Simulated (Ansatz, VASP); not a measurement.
## Al2O: VASP beside Ansatz

The input INCAR:

```
SYSTEM = Al2O
PREC     = Accurate       ! precision mode
ENCUT    = 520            ! plane-wave cutoff, eV
EDIFF    = 1E-7           ! SCF threshold, eV
ISMEAR   = 1              ! smearing method
SIGMA    = 0.1            ! smearing width, eV
LREAL    = .FALSE.        ! projectors in reciprocal space
LASPH    = .TRUE.         ! aspherical terms in the spheres
NELM     = 80             ! most SCF steps
ALGO     = Normal         ! electronic algorithm
ISIF     = 2              ! what is computed and relaxed
LWAVE    = .FALSE.        ! write WAVECAR
LCHARG   = .FALSE.        ! write CHGCAR
GGA      = PS             ! functional
NBANDS   = 13             ! bands
```

KPOINTS

```
regular mesh
0
G
  7 7 7
  0 0 0
```

File POSCAR:

```
Al2O
1.0
    0.0000000000      2.8266106997      2.8266106997
    2.8266106997      0.0000000000      2.8266106997
    2.8266106997      2.8266106997      0.0000000000
Al O
2 1
Direct
    0.2500000000      0.2500000000      0.2500000000
    0.7500000000      0.7500000000      0.7500000000
    0.0000000000      0.0000000000      0.0000000000
```

Input for Ansatz:

```yaml
crystal:
  lattice:
    - [0.0, 2.826610699694769, 2.826610699694769]
    - [2.826610699694769, 0.0, 2.826610699694769]
    - [2.826610699694769, 2.826610699694769, 0.0]
  atoms:
    - { symbol: Al, position: [0.25, 0.25, 0.25] }
    - { symbol: Al, position: [0.75, 0.75, 0.75] }
    - { symbol: O, position: [0.0, 0.0, 0.0] }
basis:
  ecutwfc: 500.0
kpoints:
  mp_grid:
    grid: [7, 7, 7]
hamiltonian:
  xc: pbesol
scf:
  lower_state_search: standard
  mixing:
    algorithm: anderson
  occupations:
    method: cold
output:
  stress: true
```

Alike in both runs: task single point; functional PBEsol; k mesh 7 × 7 × 7; no spin polarisation.

```csv
,VASP,Ansatz
version,VASP 6.6.1,Ansatz 0.2.0
potentials or method,"VASP PAW PBE potentials, release 64 (Al, O), cutoff 520 eV","plane waves, PAW"
occupations,"methfessel-paxton of order 1, width 0.1 eV",cold
valence electrons in the cell,12,12
```

```csv
,VASP,Ansatz,Ansatz less VASP
pressure (GPa),-1.3,-1.3,-0.02
```

VASP's potentials were made for PBE, not for PBEsol.
